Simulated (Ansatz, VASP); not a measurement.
# One calculation of Re, two programs

```xyz
1
Lattice="0.0000 1.9577 1.9039 1.8500 0.0000 1.9039 1.8500 1.9577 0.0000" Properties=species:S:1:pos:R:3 pbc="T T T"
Re    0.0000    0.0000    0.0000
```

Change from the starting cell: normal strain along x -0.0550, normal strain along z -0.0275.

Alike in both runs: task single point; functional PBE; k mesh 10 × 10 × 10; occupations gaussian, width 0.15 eV; no spin polarisation.

|  | VASP | Ansatz |
| --- | --- | --- |
| version | VASP 6.6.1 | Ansatz 0.2.0 |
| potentials or method | VASP PAW PBE potentials, release 64 (Re), cutoff 520 eV | scalar-relativistic, plane waves, PAW |
| valence electrons in the cell | 7 | 15 |

```tsv
	VASP	Ansatz	Ansatz less VASP
gap on the k mesh at the Fermi level (eV)	none	none	-
pressure (GPa)	37.2	37.0	-0.14
traceless stress, the component that is largest in VASP (GPa)	-9.75	-9.82	-0.072
```

A gap of «none» marks a metal or a gap that the smearing closes. Both programs put the cell under a high pressure, so it lies far from rest at this level. VASP's potentials hold 7 valence electrons a cell and Ansatz's 15, so a difference there can come from the potentials and not from the codes.

Spin-orbit coupling is off throughout.
